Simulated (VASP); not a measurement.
Write the native input for VASP 6.6.1 that does the following.

```
Task                   : relaxation of cell and atoms
Functional             : PBE
Potentials or basis    : VASP PAW PBE potentials, release 64 (I)
Cutoff                 : 500 eV
k mesh                 : 9 × 9 × 9
Occupations            : gaussian, width 0.05 eV
Spin                   : no spin polarisation
Dipole correction      : no
Further INCAR settings : ALGO = Normal; EDIFF = 1e-07; IBRION = 2; EDIFFG = -0.01; NSW = 80; ISIF = 3
```

The structure of I lies in POSCAR:

```
I
1.0
   -2.0150000000      2.0150000000      2.0150000000
    2.0150000000     -2.0150000000      2.0150000000
    2.0150000000      2.0150000000     -2.0150000000
I
1
Direct
    0.0000000000      0.0000000000      0.0000000000
```

One way to write it, as run:

INCAR

```
SYSTEM = I
PREC = Accurate
ENCUT = 500
EDIFF = 1E-7
ISMEAR = 0
SIGMA = 0.05
LREAL = .FALSE.
LASPH = .TRUE.
NELM = 120
ALGO = Normal
ISIF = 3
LWAVE = .FALSE.
LCHARG = .FALSE.
GGA = PE
IBRION = 2
NSW = 80
EDIFFG = -0.01
GGA_COMPAT = .FALSE.
NELMIN = 4
```

KPOINTS

```
Automatic mesh
0
G
  9 9 9
  0 0 0
```

Potentials or basis: VASP PAW PBE potentials, release 64 (I).

Command:

```sh
$ cat potpaw_PBE.64/I/POTCAR > POTCAR
$ mpirun -np 1 vasp_std > vasp.out
```

It gave:

```yaml
Relaxed_volume: 36.19 Å³/atom
Relaxed_cell: a = 3.609 Å, b = 3.609 Å, c = 3.609 Å, α = 109.47°, β = 109.47°, γ = 109.47°
Space_group_after_relaxing_to_0.1_Å: Im-3m (No. 229)
Energy_gained_by_relaxing: 28.7 meV/atom
Ionic_steps: 3
Pressure_after_relaxing: 0.0 GPa
Band_gap_on_the_k_mesh: zero (an odd number of electrons rules out a gap without spin polarisation)
```

Caveat: spin-orbit coupling is left out, which moves the levels of the heavy elements; an odd number of electrons without spin polarisation forces a metal; a magnetic or distorted state may lie lower.

It took 29 s on 1 thread of Intel(R) Xeon(R) Platinum 8375C CPU @ 2.90GHz (Ice Lake) (shared host), peak memory 0.16 GiB.
